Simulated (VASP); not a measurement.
# NaH in VASP: notebook

The runs below take NaH through single point, with PBE.

Everything below comes from runs of VASP 6.6.1. Logs are shortened: lines on timing, memory, paths and dates and some standing lists are left out, and cuts for length are marked.

### Step 1. The cell of the first run

It takes space group Fm-3m (No. 225, cubic). The conventional cell has a = 4.795 Å, b = 4.795 Å, c = 4.795 Å, α = 90.00°, β = 90.00°, γ = 90.00°. Within 3.2 Å of Na (site symmetry m-3m) lie 6 H at 2.40 Å. H (site symmetry m-3m) has 6 Na at 2.40 Å within 3.2 Å.

### Step 2. Single point, PBE

File INCAR:

```
ALGO = Normal ; EDIFF = 1E-6
ENCUT = 520 ; GGA = PE
ISIF = 2 ; ISMEAR = 0
LASPH = T ; LCHARG = F
LREAL = F ; LWAVE = F
NBANDS = 11 ; NELM = 100
PREC = Accurate ; SIGMA = 0.01
```

File KPOINTS:

```
k-points
0
Gamma
  6 6 6
```

File POSCAR:

```
NaH
1.0
    0.0000000000      2.3975116422      2.3975116422
    2.3975116422      0.0000000000      2.3975116422
    2.3975116422      2.3975116422      0.0000000000
Na H
1 1
Direct
    0.0000000000      0.0000000000      0.0000000000
    0.5000000000      0.5000000000      0.5000000000
```

Potentials or basis: VASP PAW PBE potentials, release 64 (Na_pv, H).

On the command line:

```sh
$ cat potpaw_PBE.64/Na_pv/POTCAR potpaw_PBE.64/H/POTCAR > POTCAR
$ mpirun -np 1 vasp_std > vasp.out
```

OUTCAR:

```text
EDIFF = 1E-6
   ENCUT = 520
   GGA = PE
   ISIF = 2
   ISMEAR = 0
   LASPH = T
   LREAL = F
   NELM = 100
   PREC = Accurate

 ion  position               nearest neighbor table
   1  0.000  0.000  0.000-
   2  0.500  0.500  0.500-

  LATTYP: Found a face centered cubic cell.
 ALAT       =     4.7950232844

  Lattice vectors:

 A1 = (   0.0000000000,   2.3975116422,   2.3975116422)
 A2 = (   2.3975116422,   0.0000000000,   2.3975116422)
 A3 = (   2.3975116422,   2.3975116422,   0.0000000000)

Analysis of symmetry for initial positions (statically):
=====================================================================
 Subroutine PRICEL returns:
 Original cell was already a primitive cell.

 Routine SETGRP: Setting up the symmetry group for a
 face centered cubic supercell.

 Subroutine GETGRP returns: Found 48 space group operations
 (whereof 48 operations were pure point group operations)
 out of a pool of 48 trial point group operations.

The static configuration has the point symmetry O_h .

Analysis of symmetry for dynamics (positions and initial velocities):
=====================================================================
 Subroutine PRICEL returns:
 Original cell was already a primitive cell.

 Routine SETGRP: Setting up the symmetry group for a
 face centered cubic supercell.

 Subroutine GETGRP returns: Found 48 space group operations
 (whereof 48 operations were pure point group operations)
 out of a pool of 48 trial point group operations.

The dynamic configuration has the point symmetry O_h .

 Subroutine INISYM returns: Found 48 space group operations
 (whereof 48 operations are pure point group operations),
 and found     1 'primitive' translations

----------------------------------------------------------------------------------------

                                     Primitive cell

  volume of cell :      27.5621

  direct lattice vectors                    reciprocal lattice vectors
     0.000000000  2.397511642  2.397511642    -0.208549561  0.208549561  0.208549561
     2.397511642  0.000000000  2.397511642     0.208549561 -0.208549561  0.208549561
     2.397511642  2.397511642  0.000000000     0.208549561  0.208549561 -0.208549561

  length of vectors
     3.390593480  3.390593480  3.390593480     0.361218435  0.361218435  0.361218435

  position of ions in fractional coordinates (direct lattice)
     0.000000000  0.000000000  0.000000000
     0.500000000  0.500000000  0.500000000

[... 74 lines left out ...]
   ISYM   =      2    0-nonsym 1-usesym 2-fastsym
   POTIM  = 0.5000    time-step for ionic-motion
   TEBEG  =    0.0;   TEEND  =   0.0 temperature during run
   PSTRESS=    0.0 pullay stress
   NELECT =       8.0000    total number of electrons
   NUPDOWN=      -1.0000    fix difference up-down
   EMIN   =  10.00;   EMAX   =-10.00  energy-range for DOS
   EFERMI =   0.00;   METHOD = LEGACY
   ISMEAR =     0;   SIGMA  =   0.01  broadening in eV -4-tet -1-fermi 0-gaus
   EFERMI_NEDOS =   21; number of points for ismear=-14 and -15
   IALGO  =     38    algorithm
   IMIX   =      4    mixing-type and parameters
     AMIX     =   0.40;   BMIX     =  1.00
     AMIX_MAG =   1.60;   BMIX_MAG =  1.00
  volume/ion in A,a.u.               =      13.78        93.00
  Fermi-wavevector in a.u.,A,eV,Ry     =   1.083929  2.048328 15.985508  1.174902
  Thomas-Fermi vector in A             =   2.220007
   LORBIT       =      0    0 simple, 1 ext, 2 COOP (PROOUT), +10 PAW based schemes
   GGA     = PE    functional components
   LHFCALC =     F    Hartree Fock is set to
   AEXX    =    0.0000 exact exchange contribution
   IVDW    =     0    specifies the selected vdW correction
   LEPSILON=     F    determine dielectric tensor
   LRPA    =     F    only Hartree local field effects (RPA)
 non-spin polarized calculation
 Gauss-broadening in eV      SIGMA  =   0.01
  energy-cutoff  :      520.00
  volume of cell :       27.56
 maximum number of plane-waves:       754
 NGX is ok and might be reduce to    28
   NGX = 13   NGY = 13   NGZ = 13

 number of electron       7.9999992 magnetization

 Free energy of the ion-electron system (eV)
  ---------------------------------------------------
  ext. energy  EPLUGINS =         0.00000000
  ---------------------------------------------------
  free energy    TOTEN  =        -5.08640462 eV

  energy without entropy =       -5.08640462  energy(sigma->0) =       -5.08640462

 E-fermi :  -1.0215     XC(G=0):  -7.8486

 val. band max:       -1.0857915931   @ k =  -0.3333   0.5000   0.1667
 cond. band min:       2.7609813209   @ k =   0.5000   0.0000   0.0000
 fundamental gap:      3.8467729140
 Fermi energy:        -1.0215240169

 k-point     1 :       0.0000    0.0000    0.0000
  band No.  band energies     occupation
      1     -23.1001      2.00000
      2     -23.1001      2.00000
      3     -23.1001      2.00000
      4      -4.7222      2.00000
      5       9.5871      0.00000
      6      14.7385      0.00000
      7      14.7385      0.00000
      8      14.7385      0.00000
      9      15.6542      0.00000
     10      15.6542      0.00000
     11      15.6542      0.00000
[... 197 lines left out ...]
 k-point    16 :      -0.3333    0.5000    0.1667
  band No.  band energies     occupation
      1     -23.1763      2.00000
      2     -23.1483      2.00000
      3     -23.1361      2.00000
      4      -1.0858      2.00000
      5       4.2679      0.00000
      6       6.1632      0.00000
      7       7.8182      0.00000
      8      14.1110      0.00000
      9      14.2860      0.00000
     10      20.0290      0.00000
     11      20.1786      0.00000

------------------------ aborting loop because EDIFF is reached ----------------------------------------

  FORCE on cell =-STRESS in cart. coord.  units (eV):
  Direction    XX          YY          ZZ          XY          YZ          ZX
  --------------------------------------------------------------------------------------
  -------------------------------------------------------------------------------------
  Total        0.0915457      0.0915457      0.0915457      0.0000000     -0.0000000     -0.0000000
  in kB        5.3215265      5.3215265      5.3215265      0.0000000     -0.0000000     -0.0000000
  external PRESSURE =       5.3215265 kB  Pullay stress =       0.0000000 kB

 VOLUME and BASIS-vectors are now :
 -----------------------------------------------------------------------------
  energy-cutoff  :      520.00
  volume of cell :       27.56
      direct lattice vectors                 reciprocal lattice vectors
     0.000000000  2.397511642  2.397511642    -0.208549561  0.208549561  0.208549561
     2.397511642  0.000000000  2.397511642     0.208549561 -0.208549561  0.208549561
     2.397511642  2.397511642  0.000000000     0.208549561  0.208549561 -0.208549561

 POSITION                                       TOTAL-FORCE (eV/Angst)
 -----------------------------------------------------------------------------------
      0.00000      0.00000      0.00000         0.000000     -0.000000      0.000000
      2.39751      2.39751      2.39751        -0.000000      0.000000     -0.000000
 -----------------------------------------------------------------------------------
    total drift:                               -0.000000      0.000000      0.000000

  FREE ENERGIE OF THE ION-ELECTRON SYSTEM (eV)
  ---------------------------------------------------
  free  energy   TOTEN  =        -5.0864046242 eV

  energy  without entropy=       -5.0864046242  energy(sigma->0) =       -5.08640462
```

OSZICAR:

```text
N       E                     dE             d eps       ncg     rms          rms(c)
DAV:   1     0.367773849961E+02    0.36777E+02   -0.46646E+03   355   0.757E+02
DAV:   2    -0.431243785629E+01   -0.41090E+02   -0.40632E+02   367   0.190E+02
DAV:   3    -0.550836447357E+01   -0.11959E+01   -0.11942E+01   435   0.325E+01
DAV:   4    -0.551582947750E+01   -0.74650E-02   -0.74643E-02   419   0.260E+00
DAV:   5    -0.551589331401E+01   -0.63837E-04   -0.63835E-04   415   0.252E-01    0.321E+00
DAV:   6    -0.517568096289E+01    0.34021E+00   -0.32508E-01   390   0.281E+00    0.149E+00
DAV:   7    -0.508189654223E+01    0.93784E-01   -0.32370E-01   391   0.217E+00    0.349E-01
DAV:   8    -0.508646040033E+01   -0.45639E-02   -0.98706E-03   388   0.971E-01    0.671E-02
DAV:   9    -0.508641774976E+01    0.42651E-04   -0.11288E-03   408   0.358E-01    0.231E-02
DAV:  10    -0.508640195346E+01    0.15796E-04   -0.59977E-05   410   0.493E-02    0.421E-03
DAV:  11    -0.508640486771E+01   -0.29143E-05   -0.57140E-06   402   0.111E-02    0.313E-03
DAV:  12    -0.508640462415E+01    0.24356E-06   -0.21583E-07   233   0.310E-03
   1 F= -.50864046E+01 E0= -.50864046E+01  d E =-.361739E-21
```

It used 7.2 s of CPU time on 1 thread of AMD EPYC 7R13 Processor (Zen 3), with other jobs on the host.

Results:

| Quantity | Value |
| --- | --- |
| Free energy | -5.0864 eV |
| Pressure | 0.5 GPa |
| Band gap on the k mesh | 3.85 eV, indirect (least direct gap 4.67 eV) |

A k mesh can miss the band edges. Expect the measured gap to be larger: semilocal functionals such as PBE lack the derivative discontinuity.

### Step 3. Single point, PBE (strain +5.1%)

File INCAR:

```
PREC = Accurate ; ENCUT = 520
EDIFF = 1E-7 ; ISMEAR = 0
SIGMA = 0.01 ; LREAL = False
LASPH = True ; NELM = 80
ALGO = Normal ; ISIF = 2
LWAVE = False ; LCHARG = False
GGA = PE ; NBANDS = 11
```

File KPOINTS:

```
regular mesh
0
Gamma
  6 6 6
```

File POSCAR:

```
NaH
1.0
    0.0000000000      2.5202642383      2.5202642383
    2.5202642383      0.0000000000      2.5202642383
    2.5202642383      2.5202642383      0.0000000000
Na H
1 1
Direct
    0.0000000000      0.0000000000      0.0000000000
    0.5000000000      0.5000000000      0.5000000000
```

Potentials or basis: VASP PAW PBE potentials, release 64 (Na_pv, H).

On the command line:

```sh
$ cat potpaw_PBE.64/Na_pv/POTCAR potpaw_PBE.64/H/POTCAR > POTCAR
$ mpirun -np 1 vasp_std > vasp.out
```

It used 8 s of CPU time on 1 thread of AMD EPYC 7R13 Processor (Zen 3), with other jobs on the host.

The run converged. Its results:

```yaml
Free_energy: -5.0578 eV
Pressure: -2.4 GPa
Band_gap_on_the_k_mesh: 3.59 eV, indirect (least direct gap 4.34 eV)
```

Levels at points of the mesh, in eV from the valence-band top:
| k point | band 1 | band 2 | band 3 | band 4 | band 5 | band 6 | band 7 | band 8 | band 9 |
| --- | --- | --- | --- | --- | --- | --- | --- | --- | --- |
| (0.00, 0.00, 0.00) | -22.30 | -22.30 | -22.30 | -3.23 | 9.40 | 14.73 | 14.73 | 14.73 | 15.29 |
| (0.50, 0.00, 0.00) | -22.36 | -22.31 | -22.31 | -0.75 | 3.59 | 9.99 | 12.66 | 12.66 | 15.11 |
| (0.50, 0.50, 0.00) | -22.35 | -22.32 | -22.32 | -0.11 | 4.44 | 9.61 | 9.96 | 9.96 | 10.57 |

Caveat: the cell differs from its parent crystal (strain +5.1%).

### Step 4. Single point, PBE (uniaxial x strain +0.5%)

File INCAR:

```
ALGO = Normal
EDIFF = 1E-7
ENCUT = 520
GGA = PE
ISIF = 2
ISMEAR = 0
LASPH = True
LCHARG = False
LREAL = False
LWAVE = False
NBANDS = 11
NELM = 80
PREC = Accurate
SIGMA = 0.01
```

File KPOINTS:

```
k-points
0
Gamma
  6 6 6
```

File POSCAR:

```
NaH
1.0
    0.0000000000      2.3975116422      2.3975116422
    2.4085401958      0.0000000000      2.3975116422
    2.4085401958      2.3975116422      0.0000000000
Na H
1 1
Direct
    0.0000000000      0.0000000000      0.0000000000
    0.5000000000      0.5000000000      0.5000000000
```

On the command line:

```sh
$ cat potpaw_PBE.64/Na_pv/POTCAR potpaw_PBE.64/H/POTCAR > POTCAR
$ mpirun -np 1 vasp_std > vasp.out
```

It used 18 s of CPU time on 1 thread of AMD EPYC 7R13 Processor (Zen 3), on a shared host.

The run converged. Its results:

```yaml
Free_energy: -5.0868 eV
Pressure: 0.4 GPa
Band_gap_on_the_k_mesh: 3.83 eV, indirect (least direct gap 4.66 eV)
```

Stress tensor (GPa, compression positive):
```
0.31 0.00 0.00
0.00 0.46 0.00
0.00 0.00 0.46
```

Levels at points of the mesh, in eV from the valence-band top:
```tsv
k point	band 2	band 3	band 4	band 5	band 6	band 7
(0.00, 0.00, 0.00)	-22.03	-22.03	-3.63	10.63	15.77	15.79
(0.50, 0.00, 0.00)	-22.04	-22.04	-0.82	3.83	10.95	13.51
(0.50, 0.50, 0.00)	-22.06	-22.06	-0.13	4.74	10.13	10.81
(0.00, 0.50, 0.50)	-22.06	-22.06	-0.15	4.68	10.18	10.87
```

Caveat: the cell differs from its parent crystal (uniaxial x strain +0.5%). A k mesh can miss the band edges.

### Step 5. Overview

| cell | gap on the mesh (eV) | pressure (GPa) |
| --- | --- | --- |
| a = 3.391 Å, angles 60.0°, 2 atoms | 3.85 | 0.5 |
| a = 3.564 Å, angles 60.0°, 2 atoms | 3.59 | -2.4 |
| a = 3.391, b = 3.398, c = 3.398 Å, angles 59.8, 60.1, 60.1°, 2 atoms | 3.83 | 0.4 |

Alike in all rows: task single point; level PBE; potentials or basis VASP PAW PBE potentials, release 64 (Na_pv, H); no spin polarisation; k mesh 6 × 6 × 6; cutoff (eV) 520; smearing gaussian 0.01 eV.

Absolute energies hang on the potentials; compare differences alone.
